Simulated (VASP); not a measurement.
A run of VASP 6.6.1 is set up as follows.

The input INCAR:

```
PREC     = Accurate       # precision mode
ENCUT    = 520            # plane-wave cutoff, eV
EDIFF    = 1E-6           # SCF threshold, eV
ISMEAR   = 0              # smearing method
SIGMA    = 0.05           # smearing width, eV
LREAL    = False          # projectors in reciprocal space
LASPH    = True           # aspherical terms in the spheres
NELM     = 150            # most SCF steps
ALGO     = Normal         # electronic algorithm
ISIF     = 2              # what is computed and relaxed
LWAVE    = False          # write WAVECAR
LCHARG   = False          # write CHGCAR
ISPIN    = 2              # spin polarisation
MAGMOM   = 4.56 0         # initial moments
LORBIT   = 11             # projections on sites
LMAXMIX  = 4              # l up to which the mixer works
GGA      = PE             # functional
NBANDS   = 20             # bands
```

KPOINTS

```
Automatic mesh
0
Gamma
  6 6 6
```

The input POSCAR:

```
MnS
1.0
    0.0000000000      2.5601982640      2.5601982640
    2.5601982640      0.0000000000      2.5601982640
    2.5601982640      2.5601982640      0.0000000000
Mn S
1 1
Direct
    0.0000000000      0.0000000000      0.0000000000
    0.5000000000      0.5000000000      0.5000000000
```

Potentials or basis: VASP PAW PBE potentials, release 64 (Mn_pv, S).

Command:

```bash
$ cat potpaw_PBE.64/Mn_pv/POTCAR potpaw_PBE.64/S/POTCAR > POTCAR
$ mpirun -np 1 vasp_std > vasp.out
```

(1) Estimate the pressure.

(2) Predict the site moments.

## Answers

(1) -0.9 GPa.

(2) Mn +4.13; S +0.08 μB.

Caveat: a cell with one magnetic atom can't hold antiferromagnetic order, which such compounds often take.
